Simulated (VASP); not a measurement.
# Al3B2Sb (P6mm) in VASP: a series of runs, part 2 of 2

VASP 6.6.1. The steps go on from the part before.

## 3. Relaxation of cell and atoms, PBE

File INCAR:

```
PREC = Accurate
ENCUT = 600
EDIFF = 1E-7
ISMEAR = 0
SIGMA = 0.1
LREAL = F
LASPH = T
NELM = 100
ALGO = Normal
ISIF = 3
LWAVE = F
LCHARG = F
GGA = PE
IBRION = 2
NSW = 90
EDIFFG = -0.04
```

File KPOINTS:

```
regular mesh
0
Gamma
  6 6 4
```

File POSCAR:

```
Al3B2Sb
1.0
    3.9963606000      0.0000000000      0.0000000000
   -1.9981803000      3.4609498000      0.0000000000
    0.0000000000      0.0000000000      6.9388197200
Al B Sb
3 2 1
Direct
    0.5000000000      0.0000000000      0.3712486300
    0.0000000000      0.5000000000      0.3712486300
    0.5000000000      0.5000000000      0.3712486300
    0.0000000000      0.0000000000      0.2053958400
    0.0000000000      0.0000000000      0.4500360900
    0.0000000000      0.0000000000      0.8855822400
```

Potentials or basis: VASP PAW PBE potentials, release 64 (Al, B, Sb).

Started as:

```sh
cat potpaw_PBE.64/Al/POTCAR potpaw_PBE.64/B/POTCAR potpaw_PBE.64/Sb/POTCAR > POTCAR
mpirun -np 1 vasp_std > vasp.out
```

OUTCAR:

```text
PREC = Accurate
   ENCUT = 600
   EDIFF = 1E-7
   ISMEAR = 0
   LREAL = F
   LASPH = T
   NELM = 100
   ISIF = 3
   GGA = PE
   IBRION = 2
   NSW = 90
   EDIFFG = -0.04

 ion  position               nearest neighbor table
   1  0.500  0.000  0.371-   2 2.00   3 2.00   3 2.00   2 2.00   5 2.07   5 2.07   4 2.31   4 2.31

   2  0.000  0.500  0.371-   1 2.00   1 2.00   3 2.00   3 2.00   5 2.07   5 2.07   4 2.31   4 2.31

   3  0.500  0.500  0.371-   1 2.00   1 2.00   2 2.00   2 2.00   5 2.07   5 2.07   4 2.31   4 2.31

   4  0.000  0.000  0.205-   5 1.70   6 2.22   2 2.31   3 2.31   2 2.31   3 2.31   1 2.31   1 2.31

   5  0.000  0.000  0.450-   4 1.70   3 2.07   2 2.07   2 2.07   3 2.07   1 2.07   1 2.07
   6  0.000  0.000  0.886-   4 2.22

  LATTYP: Found a hexagonal cell.
 ALAT       =     3.9963606000
[... 673 lines left out ...]

 number of electron      19.9999998 magnetization

------------------------ aborting loop because EDIFF is reached ----------------------------------------
[... 75 lines left out ...]
--------------------------------------- Ionic step       36  -------------------------------------------

 number of electron      19.9999999 magnetization

 Free energy of the ion-electron system (eV)
  ---------------------------------------------------
  ext. energy  EPLUGINS =         0.00000000
  ---------------------------------------------------
  free energy    TOTEN  =       -23.10335381 eV

  energy without entropy =      -23.08760011  energy(sigma->0) =      -23.09547696

 E-fermi :   4.2216     XC(G=0):  -8.6332

 val. band max:        4.1978031882   @ k =   0.3333   0.3333   0.0000
 cond. band min:       4.2607809753   @ k =   0.3333   0.1667   0.2500
 fundamental gap:      0.0629777871
 Fermi energy:         4.2215907064

 k-point     1 :       0.0000    0.0000    0.0000
  band No.  band energies     occupation
      1      -7.5013      2.00000
      2      -4.6237      2.00000
      3      -2.4166      2.00000
      4      -1.0695      2.00000
      5      -0.4078      2.00000
      6      -0.4078      2.00000
      7       0.9660      2.00000
      8       3.2172      2.00000
      9       3.2172      2.00000
     10       4.1936      1.30753
     11       4.7834      0.00000
     12       4.7834      0.00000
     13       5.4368      0.00000
     14       5.4368      0.00000
[... 371 lines left out ...]
  FREE ENERGIE OF THE ION-ELECTRON SYSTEM (eV)
  ---------------------------------------------------
  free  energy   TOTEN  =       -23.1033538085 eV

  energy  without entropy=      -23.0876001051  energy(sigma->0) =      -23.09547696

 reached required accuracy - stopping structural energy minimisation
```

CONTCAR:

```text
Al3B2Sb
   1.00000000000000
     4.9713475230065569   -0.0000000000000000    0.0000000000000000
    -2.4856737615032785    4.3053132420016276   -0.0000000000000000
     0.0000000000000000   -0.0000000000000000    6.1087107705053665
  Al              B               Sb
     3     2     1
Direct
     0.5000000000000000    1.0000000000000000    0.3601138478950052
     0.0000000000000000    0.5000000000000000    0.3601138478950052
     0.5000000000000000    0.5000000000000000    0.3601138478950052
     0.0000000000000000    0.0000000000000000    0.2248427855473677
     0.0000000000000000    0.0000000000000000    0.4914347782712969
     0.0000000000000000    0.0000000000000000    0.8581409524963065

  0.00000000E+00  0.00000000E+00  0.00000000E+00
  0.00000000E+00  0.00000000E+00  0.00000000E+00
  0.00000000E+00  0.00000000E+00  0.00000000E+00
  0.00000000E+00  0.00000000E+00  0.00000000E+00
  0.00000000E+00  0.00000000E+00  0.00000000E+00
  0.00000000E+00  0.00000000E+00  0.00000000E+00
```

It took 9.6 min on 1 thread of Intel Xeon Platinum 8124M at 3.00GHz (Skylake/Cascade Lake), shared host; peak memory 0.27 GiB.

What came out:

```yaml
Free_energy: -23.1034 eV
Relaxed_volume: 21.79 Å³/atom
Relaxed_cell: a = 4.971 Å, b = 4.971 Å, c = 6.109 Å, α = 90.00°, β = 90.00°, γ = 120.00°
Space_group_after_relaxing_to_0.1_Å: P6/mmm (No. 191)
Energy_gained_by_relaxing: 1456.0 meV/atom
Ionic_steps: 36
Pressure_after_relaxing: 0.1 GPa
Largest_force_after_relaxing: 0.025 eV/Å
Band_gap_on_the_k_mesh: zero (bands 10 and 11 overlap by 1.21 eV)
```

Forces in eV/Å, atoms in the order of the input:
```
Al   0.000  0.000 -0.008
Al   0.000  0.000 -0.008
Al   0.000  0.000 -0.008
B    0.000  0.000 -0.001
B    0.000  0.000 -0.001
Sb   0.000  0.000  0.025
```

Stress tensor (GPa, compression positive):
```
0.11 0.00 0.00
0.00 0.11 0.00
0.00 0.00 0.02
```

Step by step:
```
step  energy change (eV)  largest force (eV/Å)  pressure (GPa)  volume (Å³)
   1              0.0000                1.8452           53.85        95.97
   2             -6.9292                2.2125           -7.20       186.13
   3             -8.1644                1.6485           -1.58       144.24
   4             -8.1700                1.7739           -2.78       148.44
   5             -8.1731                1.7356           -2.42       147.12
   6             -8.4614                1.1954            0.59       141.68
   7             -8.4723                0.8394            0.01       142.49
   8             -8.4938                0.8917           -0.10       142.10
   9             -8.4950                0.7152           -0.09       142.17
  10             -8.5290                0.5466           -0.60       141.71
  11             -8.6084                0.0925           -1.74       140.29
  12             -8.5765                1.6660           -2.02       137.28
  13             -8.6305                0.0542           -1.99       139.69
  14             -8.6562                0.5589           -2.43       138.34
  15             -8.6661                0.6536           -2.10       137.25
  16             -8.6676                0.7314           -1.93       136.73
  17             -8.6816                0.5668           -1.68       136.05
  18             -8.7079                0.2954           -0.87       134.04
  19             -8.6789                1.3494            1.09       130.08
  20             -8.7115                0.3102           -0.45       133.11
  21             -8.7116                0.3376           -0.40       133.01
  22             -8.7152                0.2575           -0.29       132.56
  23             -8.7213                0.1407            0.07       131.22
  24             -8.7215                0.1074            0.18       130.86
  25             -8.7229                0.0940            0.15       130.89
  26             -8.7251                0.1641            0.06       130.99
  27             -8.7253                0.1897            0.04       131.02
  28             -8.7270                0.1085            0.00       131.13
  29             -8.7292                0.2293           -0.12       131.45
  30             -8.7304                0.1763           -0.14       131.45
  31             -8.7326                0.1147           -0.19       131.45
  32             -8.7322                0.2923           -0.26       131.45
  33             -8.7333                0.1683           -0.22       131.45
  34             -8.7345                0.1383           -0.11       131.19
  35             -8.7358                0.0647            0.16       130.56
  36             -8.7362                0.0251            0.08       130.75
```

Final structure:
```yaml
crystal:
  lattice:
    - [4.97135, 0.00000, 0.00000]
    - [-2.48567, 4.30531, 0.00000]
    - [0.00000, 0.00000, 6.10871]
  atoms:
    - { symbol: Al, position: [0.50000, 0.00000, 0.36011] }
    - { symbol: Al, position: [0.00000, 0.50000, 0.36011] }
    - { symbol: Al, position: [0.50000, 0.50000, 0.36011] }
    - { symbol: B, position: [0.00000, 0.00000, 0.22484] }
    - { symbol: B, position: [0.00000, 0.00000, 0.49143] }
    - { symbol: Sb, position: [0.00000, 0.00000, 0.85814] }
```

Caveat: the volume moved by over 15 % at a fixed basis, so the end points are rough; spin-orbit coupling is left out, which moves the levels of the heavy elements.
